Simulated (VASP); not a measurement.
# GaN (wurtzite) (P6_3mc) in VASP: further runs, part 2 of 2

VASP 6.6.1.

**4. Single point, PBE**

This run uses another cell than the first one, of 11.76 Å³/atom, 1.030 times its volume.

INCAR

```
SYSTEM = GaN
ALGO     = Normal         ! electronic algorithm
EDIFF    = 1E-6           ! SCF threshold, eV
ENCUT    = 520            ! plane-wave cutoff, eV
GGA      = PE             ! functional
ISIF     = 2              ! what is computed and relaxed
ISMEAR   = 0              ! smearing method
LASPH    = .TRUE.         ! aspherical terms in the spheres
LCHARG   = .TRUE.         ! write CHGCAR
LELF     = .TRUE.         ! ELF
LREAL    = .FALSE.        ! projectors in reciprocal space
LVHAR    = .TRUE.       
LWAVE    = .FALSE.        ! write WAVECAR
NBANDS   = 26             ! bands
NELM     = 100            ! most SCF steps
PREC     = Accurate       ! precision mode
SIGMA    = 0.01           ! smearing width, eV
```

KPOINTS

```
k-points
0
G
  9 9 6
  0 0 0
```

POSCAR

```
GaN
1.0
    3.2183579024      0.0000000000      0.0000000000
   -1.6091789512      2.7871797019      0.0000000000
    0.0000000000      0.0000000000      5.2430925554
Ga N
2 2
Direct
    0.3333333333      0.6666666667      0.0001345982
    0.6666666667      0.3333333333      0.5001345982
    0.3333333333      0.6666666667      0.3768654018
    0.6666666667      0.3333333333      0.8768654018
```

Potentials or basis: VASP PAW PBE potentials, release 64 (Ga_d, N).

On the command line:

```bash
$ cat potpaw_PBE.64/Ga_d/POTCAR potpaw_PBE.64/N/POTCAR > POTCAR
$ mpirun -np 1 vasp_std > vasp.out
```

OUTCAR:

```text
SYSTEM = GaN
   EDIFF = 1E-6
   ENCUT = 520
   GGA = PE
   ISIF = 2
   ISMEAR = 0
   LASPH = .TRUE.
   LREAL = .FALSE.
   NELM = 100
   PREC = Accurate

 ion  position               nearest neighbor table
   1  0.333  0.667  0.000-   4 1.97   4 1.97   4 1.97   3 1.98
   2  0.667  0.333  0.500-   3 1.97   3 1.97   3 1.97   4 1.98
   3  0.333  0.667  0.377-   2 1.97   2 1.97   2 1.97   1 1.98
   4  0.667  0.333  0.877-   1 1.97   1 1.97   1 1.97   2 1.98

  LATTYP: Found a hexagonal cell.
 ALAT       =     3.2183579024
 C/A-ratio  =     1.6291204131

  Lattice vectors:

 A1 = (   3.2183579024,   0.0000000000,   0.0000000000)
 A2 = (  -1.6091789512,   2.7871797019,   0.0000000000)
 A3 = (   0.0000000000,   0.0000000000,   5.2430925554)

Analysis of symmetry for initial positions (statically):
=====================================================================
 Subroutine PRICEL returns:
 Original cell was already a primitive cell.

 Routine SETGRP: Setting up the symmetry group for a
 hexagonal supercell.

 Subroutine GETGRP returns: Found 12 space group operations
 (whereof  6 operations were pure point group operations)
 out of a pool of 24 trial point group operations.

The static configuration has the point symmetry C_3v.
 The point group associated with its full space group is C_6v.

Analysis of symmetry for dynamics (positions and initial velocities):
=====================================================================
 Subroutine PRICEL returns:
 Original cell was already a primitive cell.

 Routine SETGRP: Setting up the symmetry group for a
 hexagonal supercell.

 Subroutine GETGRP returns: Found 12 space group operations
 (whereof  6 operations were pure point group operations)
 out of a pool of 24 trial point group operations.

The dynamic configuration has the point symmetry C_3v.
 The point group associated with its full space group is C_6v.

 Subroutine INISYM returns: Found 12 space group operations
 (whereof  6 operations are pure point group operations),
 and found     1 'primitive' translations

----------------------------------------------------------------------------------------

                                     Primitive cell

  volume of cell :      47.0313

  direct lattice vectors                    reciprocal lattice vectors
     3.218357902  0.000000000  0.000000000     0.310717462  0.179392810  0.000000000
    -1.609178951  2.787179702  0.000000000     0.000000000  0.358785621  0.000000000
     0.000000000  0.000000000  5.243092555     0.000000000  0.000000000  0.190727131

  length of vectors
     3.218357902  3.218357902  5.243092555     0.358785621  0.358785621  0.190727131

  position of ions in fractional coordinates (direct lattice)
     0.333333333  0.666666667  0.000134598
     0.666666667  0.333333333  0.500134598
     0.333333333  0.666666667  0.376865402
     0.666666667  0.333333333  0.876865402

  ion indices of the primitive-cell ions
   primitive index   ion index
                 1           1
                 2           2
                 3           3
                 4           4

----------------------------------------------------------------------------------------

 KPOINTS: k-points

Automatic generation of k-mesh.
 Grid dimensions read from file:
 generate k-points for:    9    9    6

 Generating k-lattice:

  Cartesian coordinates                     Fractional coordinates (reciprocal lattice)
     0.034524162  0.019932534  0.000000000     0.111111111  0.000000000  0.000000000
     0.000000000  0.039865069  0.000000000     0.000000000  0.111111111  0.000000000
     0.000000000  0.000000000  0.031787855     0.000000000  0.000000000  0.166666667

  Length of vectors
     0.039865069  0.039865069  0.031787855

  Shift w.r.t. Gamma in fractional coordinates (k-lattice)
     0.000000000  0.000000000  0.000000000

 Subroutine IBZKPT returns following result:
 ===========================================

 Found     48 irreducible k-points:

 Following reciprocal coordinates:
            Coordinates               Weight
  0.000000  0.000000  0.000000      1.000000
  0.111111 -0.000000  0.000000      6.000000
  0.222222  0.000000  0.000000      6.000000
  0.333333  0.000000  0.000000      6.000000
  0.444444  0.000000  0.000000      6.000000
  0.111111  0.111111  0.000000      6.000000
[... 16 lines left out ...]
  0.333333  0.222222  0.166667     24.000000
  0.333333  0.333333  0.166667      4.000000
 [... further k-points ...]
   k-points           NKPTS =     48   k-points in BZ     NKDIM =     48   number of bands    NBANDS=     26
   number of dos      NEDOS =    301   number of ions     NIONS =      4
   total plane-waves  NPLWV =  23040
   dimension x,y,z NGX =    24 NGY =   24 NGZ =   40
   dimension x,y,z NGXF=    48 NGYF=   48 NGZF=   80
   ions per type =               2   2
   NGX,Y,Z   is equivalent  to a cutoff of  12.40, 12.40, 12.68 a.u.
   NGXF,Y,Z  is equivalent  to a cutoff of  24.79, 24.79, 25.37 a.u.
 SYSTEM =  GaN
   PREC   = accura    normal or accurate (medium, high low for compatibility)
   ISTART =      0    job   : 0-new  1-cont  2-samecut
   ICHARG =      2    charge: 1-file 2-atom 10-const
   ISPIN  =      1    spin polarized calculation?
   LNONCOLLINEAR =      F non collinear calculations
   LSORBIT =      F    spin-orbit coupling
   LASPH  =      T    aspherical Exc in radial PAW
   ENCUT  =  520.0 eV  38.22 Ry    6.18 a.u.   5.98  5.98  9.75*2*pi/ulx,y,z
   NELM   =    100;   NELMIN=  2; NELMDL= -5     # of ELM steps
   EDIFF  = 0.1E-05   stopping-criterion for ELM
   LREAL  =      F    real-space projection
   EDIFFG = 0.1E-04   stopping-criterion for IOM
   NSW    =      0    number of steps for IOM
   IBRION =     -1    ionic relax: 0-MD 1-quasi-New 2-CG
   NFREE  =      0    steps in history (QN), initial steepest desc. (CG)
   ISIF   =      2    stress and relaxation
   ISYM   =      2    0-nonsym 1-usesym 2-fastsym
   POTIM  = 0.5000    time-step for ionic-motion
   TEBEG  =    0.0;   TEEND  =   0.0 temperature during run
   PSTRESS=    0.0 pullay stress
   NELECT =      36.0000    total number of electrons
   NUPDOWN=      -1.0000    fix difference up-down
   EMIN   =  10.00;   EMAX   =-10.00  energy-range for DOS
   EFERMI =   0.00;   METHOD = LEGACY
   ISMEAR =     0;   SIGMA  =   0.01  broadening in eV -4-tet -1-fermi 0-gaus
   EFERMI_NEDOS =   21; number of points for ismear=-14 and -15
   IALGO  =     38    algorithm
   IMIX   =      4    mixing-type and parameters
     AMIX     =   0.40;   BMIX     =  1.00
     AMIX_MAG =   1.60;   BMIX_MAG =  1.00
  volume/ion in A,a.u.               =      11.76        79.35
  Fermi-wavevector in a.u.,A,eV,Ry     =   1.497546  2.829951 30.513008  2.242643
  Thomas-Fermi vector in A             =   2.609420
   LORBIT       =      0    0 simple, 1 ext, 2 COOP (PROOUT), +10 PAW based schemes
   GGA     = PE    functional components
   LHFCALC =     F    Hartree Fock is set to
   AEXX    =    0.0000 exact exchange contribution
   IVDW    =     0    specifies the selected vdW correction
   LEPSILON=     F    determine dielectric tensor
   LRPA    =     F    only Hartree local field effects (RPA)
 non-spin polarized calculation
 Gauss-broadening in eV      SIGMA  =   0.01
  energy-cutoff  :      520.00
  volume of cell :       47.03
 maximum number of plane-waves:      1290
 NGX is ok and might be reduce to    24
   NGX = 11   NGY = 11   NGZ = 19

 number of electron      35.9999955 magnetization

 Free energy of the ion-electron system (eV)
  ---------------------------------------------------
  ext. energy  EPLUGINS =         0.00000000
  ---------------------------------------------------
  free energy    TOTEN  =       -24.32769181 eV

  energy without entropy =      -24.32769181  energy(sigma->0) =      -24.32769181

 E-fermi :   5.0711     XC(G=0): -11.5151

 val. band max:        5.0090455989   @ k =   0.0000   0.0000   0.0000
 cond. band min:       6.7250614863   @ k =   0.0000   0.0000   0.0000
 fundamental gap:      1.7160158875
 Fermi energy:         5.0711154853

 k-point     1 :       0.0000    0.0000    0.0000
  band No.  band energies     occupation
      1     -10.7264      2.00000
      2      -9.9032      2.00000
      3      -8.4115      2.00000
      4      -8.3971      2.00000
      5      -8.3971      2.00000
      6      -8.3413      2.00000
[... 18 lines left out ...]
     25      16.4971      0.00000
     26      16.4971      0.00000
[... 644 lines left out ...]
      4      -8.2381      2.00000
      5      -8.2381      2.00000
      6      -8.1977      2.00000
[... 18 lines left out ...]
     25      17.7949      0.00000
     26      17.8713      0.00000

 [... further k-points ...]
[... 5 lines left out ...]
  --------------------------------------------------------------------------------------
  -------------------------------------------------------------------------------------
  Total        0.0354648      0.0354648      0.0455236      0.0000000      0.0000000      0.0000000
  in kB        1.2081515      1.2081515      1.5508156      0.0000000      0.0000000      0.0000000
  external PRESSURE =       1.3223729 kB  Pullay stress =       0.0000000 kB

 VOLUME and BASIS-vectors are now :
 -----------------------------------------------------------------------------
  energy-cutoff  :      520.00
  volume of cell :       47.03
      direct lattice vectors                 reciprocal lattice vectors
     3.218357902  0.000000000  0.000000000     0.310717462  0.179392810  0.000000000
    -1.609178951  2.787179702  0.000000000     0.000000000  0.358785621  0.000000000
     0.000000000  0.000000000  5.243092555     0.000000000  0.000000000  0.190727131

 POSITION                                       TOTAL-FORCE (eV/Angst)
 -----------------------------------------------------------------------------------
     -0.00000      1.85812      0.00071        -0.000000     -0.000000     -0.000088
      1.60918      0.92906      2.62225         0.000000      0.000000     -0.000088
     -0.00000      1.85812      1.97594        -0.000000      0.000000      0.000088
      1.60918      0.92906      4.59749        -0.000000      0.000000      0.000088
 -----------------------------------------------------------------------------------
    total drift:                               -0.000001     -0.000001     -0.000416

  FREE ENERGIE OF THE ION-ELECTRON SYSTEM (eV)
  ---------------------------------------------------
  free  energy   TOTEN  =       -24.3276918095 eV

  energy  without entropy=      -24.3276918095  energy(sigma->0) =      -24.32769181
```

It took 19 s on 1 thread of Intel Xeon 6975P-C (Granite Rapids), shared host; peak memory 0.19 GiB.

Results:

| Quantity | Value |
| --- | --- |
| Free energy | -24.3277 eV |
| Pressure | 0.1 GPa |
| Band gap on the k mesh | 1.72 eV, direct |

**5. Relaxation of cell and atoms, PBE**

INCAR

```
SYSTEM = GaN
  PREC = Accurate
  ENCUT = 600
  EDIFF = 1E-7
  ISMEAR = 0
  SIGMA = 0.01
  LREAL = .False.
  LASPH = .True.
  NELM = 80
  ALGO = Normal
  ISIF = 3
  LWAVE = .False.
  LCHARG = .False.
  GGA = PE
  IBRION = 2
  NSW = 60
  EDIFFG = -0.002
```

KPOINTS

```
regular mesh
0
Gamma
  9 9 6
  0 0 0
```

POSCAR

```
GaN
1.0
    3.1890000000      0.0000000000      0.0000000000
   -1.5945000000      2.7617550127      0.0000000000
    0.0000000000      0.0000000000      5.1850000000
Ga N
2 2
Direct
    0.3333333333      0.6666666667      0.0000000000
    0.6666666667      0.3333333333      0.5000000000
    0.3333333333      0.6666666667      0.3770000000
    0.6666666667      0.3333333333      0.8770000000
```

On the command line:

```bash
$ cat potpaw_PBE.64/Ga_d/POTCAR potpaw_PBE.64/N/POTCAR > POTCAR
$ mpirun -np 1 vasp_std > vasp.out
```

Wall time 2.7 min (1 thread of Intel Xeon 6975P-C (Granite Rapids), shared host); peak memory 0.2 GiB.

Results (log left out):

- Free energy: -24.3288 eV
- Relaxed volume: 11.76 Å³/atom
- Relaxed cell: a = 3.218 Å, b = 3.218 Å, c = 5.243 Å, α = 90.00°, β = 90.00°, γ = 120.00°
- Space group after relaxing (to 0.05 Å): P6_3mc (No. 186)
- Energy gained by relaxing: 5.5 meV/atom
- Ionic steps: 10
- Pressure after relaxing: 0.0 GPa
- Band gap on the k mesh: 1.72 eV, direct

Step by step:
| step | energy change (eV) | largest force (eV/Å) | pressure (GPa) | volume (Å³) |
| --- | --- | --- | --- | --- |
| 1 | 0.0000 | 0.0012 | 5.32 | 45.67 |
| 2 | -0.0067 | 0.0091 | -4.03 | 48.22 |
| 3 | -0.0221 | 0.0068 | -0.02 | 47.03 |
| 4 | -0.0221 | 0.0067 | 0.09 | 47.00 |
| 5 | -0.0221 | 0.0063 | 0.09 | 47.00 |
| 6 | -0.0221 | 0.0064 | 0.09 | 47.00 |
| 7 | -0.0221 | 0.0019 | -0.07 | 47.04 |
| 8 | -0.0221 | 0.0018 | 0.04 | 47.03 |
| 9 | -0.0221 | 0.0002 | -0.04 | 47.03 |
| 10 | -0.0221 | 0.0010 | -0.02 | 47.03 |

Final structure:
```cif
data_structure
_symmetry_space_group_name_H-M 'P 1'
_symmetry_Int_Tables_number 1
_cell_length_a 3.2182
_cell_length_b 3.2182
_cell_length_c 5.2434
_cell_angle_alpha 90.000
_cell_angle_beta 90.000
_cell_angle_gamma 120.000
_cell_volume 47.03
loop_
_atom_site_label
_atom_site_type_symbol
_atom_site_fract_x
_atom_site_fract_y
_atom_site_fract_z
_atom_site_occupancy
Ga1 Ga 0.33333 0.66667 0.00013 1
Ga2 Ga 0.66667 0.33333 0.50013 1
N1 N 0.33333 0.66667 0.37687 1
N2 N 0.66667 0.33333 0.87687 1
```

Levels at points of the mesh, in eV from the valence-band top:
```
           k point  band 16  band 17  band 18  band 19  band 20  band 21
(0.00, 0.00, 0.00)    -0.04     0.00     0.00     1.72     4.07     9.02
(0.00, 0.00, 0.50)    -0.51    -0.51    -0.51     4.06     4.06     8.31
```

**6. Overview**

```csv
task,cell,cutoff (eV),gap on the mesh (eV),pressure (GPa)
single point,"a = 3.189, b = 3.189, c = 5.185 Å, angles 90.0, 90.0, 120.0°, 4 atoms",520,1.92,5.5
single point,"a = 3.218, b = 3.218, c = 5.243 Å, angles 90.0, 90.0, 120.0°, 4 atoms",520,1.72,0.1
relaxation of cell and atoms,"relaxed from a = 3.189, b = 3.189, c = 5.185 Å, angles 90.0, 90.0, 120.0°, 4 atoms",600,1.72,0.0
```

Alike in all rows: level PBE; potentials or basis VASP PAW PBE potentials, release 64 (Ga_d, N); no spin polarisation; k mesh 9 × 9 × 6; smearing gaussian 0.01 eV.

Absolute energies hang on the potentials; compare differences alone.
